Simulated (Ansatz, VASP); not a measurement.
## Two plane-wave programs on AlN

Contents of POSCAR:

```
AlN
1.0
    3.2673521883      0.0000000000      0.0000000000
   -1.6336760942      2.8296094100      0.0000000000
    0.0000000000      0.0000000000      4.1309673730
Al N
2 2
Direct
    0.3333333333      0.6666666667      0.7500000000
    0.6666666667      0.3333333333      0.2500000000
    0.3333333333      0.6666666667      0.2500000000
    0.6666666667      0.3333333333      0.7500000000
```

File INCAR.step1:

```
SYSTEM = AlN
PREC     = Accurate       ! precision mode
ENCUT    = 520            ! plane-wave cutoff, eV
ISMEAR   = 0              ! smearing method
SIGMA    = 0.01           ! smearing width, eV
LREAL    = .False.        ! projectors in reciprocal space
LASPH    = .True.         ! aspherical terms in the spheres
NELM     = 60             ! most SCF steps
NBANDS   = 16             ! bands
GGA      = PE             ! functional
ALGO     = Normal         ! electronic algorithm
EDIFF    = 1E-4           ! SCF threshold, eV
LWAVE    = .True.         ! write WAVECAR
LCHARG   = .False.        ! write CHGCAR
```

Contents of INCAR.step2:

```
SYSTEM = AlN
PREC     = Accurate       ! precision mode
ENCUT    = 520            ! plane-wave cutoff, eV
EDIFF    = 1E-6           ! SCF threshold, eV
ISMEAR   = 0              ! smearing method
SIGMA    = 0.01           ! smearing width, eV
LREAL    = .False.        ! projectors in reciprocal space
LASPH    = .True.         ! aspherical terms in the spheres
NELM     = 60             ! most SCF steps
ALGO     = Normal         ! electronic algorithm
ISIF     = 2              ! what is computed and relaxed
LWAVE    = .False.        ! write WAVECAR
LCHARG   = .True.         ! write CHGCAR
METAGGA  = R2SCAN         ! meta-GGA
LMIXTAU  = .True.       
LELF     = .True.         ! ELF
LVHAR    = .True.       
NBANDS   = 16             ! bands
ISTART   = 1
```

Contents of KPOINTS:

```
regular mesh
0
Gamma
  12 12 6
  0 0 0
```

Input for Ansatz:

```yaml
crystal:
  lattice:
    - [3.267352188313256, 0.0, 0.0]
    - [-1.633676094156628, 2.829609409967895, 0.0]
    - [0.0, 0.0, 4.1309673730478105]
  atoms:
    - { symbol: Al, position: [0.3333333333333333, 0.6666666666666666, 0.75] }
    - { symbol: Al, position: [0.6666666666666666, 0.3333333333333333, 0.25] }
    - { symbol: "N", position: [0.3333333333333333, 0.6666666666666666, 0.25] }
    - { symbol: "N", position: [0.6666666666666666, 0.3333333333333333, 0.75] }
basis:
  ecutwfc: 517.016338673772
kpoints:
  mp_grid:
    grid: [12, 12, 6]
hamiltonian:
  xc: r2scan
  pseudopotentials:
    kind: paw
scf:
  convergence:
    dr2_threshold: 1.0e-09
  occupations:
    method: fixed
output:
  stress: true
```

Alike in both runs: task single point; functional r2SCAN; k mesh 12 × 12 × 6; no spin polarisation.

|  | VASP | Ansatz |
| --- | --- | --- |
| version | VASP 6.6.1 | Ansatz 0.2.0 |
| potentials or method | VASP PAW PBE potentials, release 64 (Al, N), cutoff 520 eV | plane waves, PAW |
| occupations | gaussian, width 0.01 eV | fixed |
| valence electrons in the cell | 16 | 16 |

Ansatz gave:

```
pressure (GPa)                                                : 4.1
traceless stress, the component that is largest in VASP (GPa) : -1.39
```

Estimate VASP's values.

pressure (GPa): 3.5; traceless stress, the component that is largest in VASP (GPa): -1.66.

VASP's potentials were made for PBE, not for r2SCAN. Ansatz's warnings: stress scf threshold loose.
